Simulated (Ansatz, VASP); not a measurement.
Two plane-wave programs on Si2Ni

File INCAR:

```
PREC = Accurate
ENCUT = 520
EDIFF = 1E-7
ISMEAR = 0
SIGMA = 0.05
LREAL = F
LASPH = T
NELM = 150
ALGO = Normal
ISIF = 2
LWAVE = F
LCHARG = F
ISPIN = 2
MAGMOM = 0 0 0.05
LORBIT = 11
LMAXMIX = 4
GGA = CA
NBANDS = 20
```

KPOINTS

```
Automatic mesh
0
Gamma
  8 8 8
```

The input POSCAR:

```
Si2Ni
1.0
    0.0000000000      2.6891745277      2.6891745277
    2.6891745277      0.0000000000      2.6891745277
    2.6891745277      2.6891745277      0.0000000000
Si Ni
2 1
Direct
    0.2500000000      0.2500000000      0.2500000000
    0.7500000000      0.7500000000      0.7500000000
    0.0000000000      0.0000000000      0.0000000000
```

Input for Ansatz:

```yaml
crystal:
  lattice:
    - [0.0, 2.6891745277, 2.6891745277]
    - [2.6891745277, 0.0, 2.6891745277]
    - [2.6891745277, 2.6891745277, 0.0]
  atoms:
    - { symbol: Si, position: [0.25, 0.25, 0.25] }
    - { symbol: Si, position: [0.75, 0.75, 0.75] }
    - { symbol: Ni, position: [0.0, 0.0, 0.0], spin: 0.05 }
basis:
  ecutwfc: 420
  ecutrho_ratio: 4
kpoints:
  mp_grid: { grid: [8, 8, 8] }
hamiltonian:
  xc: lda
scf:
  occupations: { method: gaussian, width: 0.05 }
output:
  forces: true
  stress: true
  eigenvalues: true
  populations: true
magnetization:
  spin_polarized: true
```

Alike in both runs: task single point; functional LDA; k mesh 8 × 8 × 8; occupations gaussian, width 0.05 eV; collinear spin.

|  | VASP | Ansatz |
| --- | --- | --- |
| version | VASP 6.6.1 | Ansatz 0.2.0 |
| potentials or method | VASP PAW LDA potentials, release 64 (Si, Ni), cutoff 520 eV | scalar-relativistic, plane waves, PAW |
| valence electrons in the cell | 18 | 26 |

```tsv
	VASP	Ansatz	Ansatz less VASP
gap on the k mesh at the Fermi level (eV)	none	none	-
pressure (GPa)	-2.7	-3.0	-0.27
net moment per atom (μB)	0.00	0.00	0.000
```

LDA's correlation is that of Perdew and Zunger in VASP and of Perdew and Wang (1992) in Ansatz. A gap of «none» marks a metal or a gap that the smearing closes. VASP's potentials hold 18 valence electrons a cell and Ansatz's 26, so a difference there can come from the potentials and not from the codes. Ansatz's warnings: seeded moment not kept.
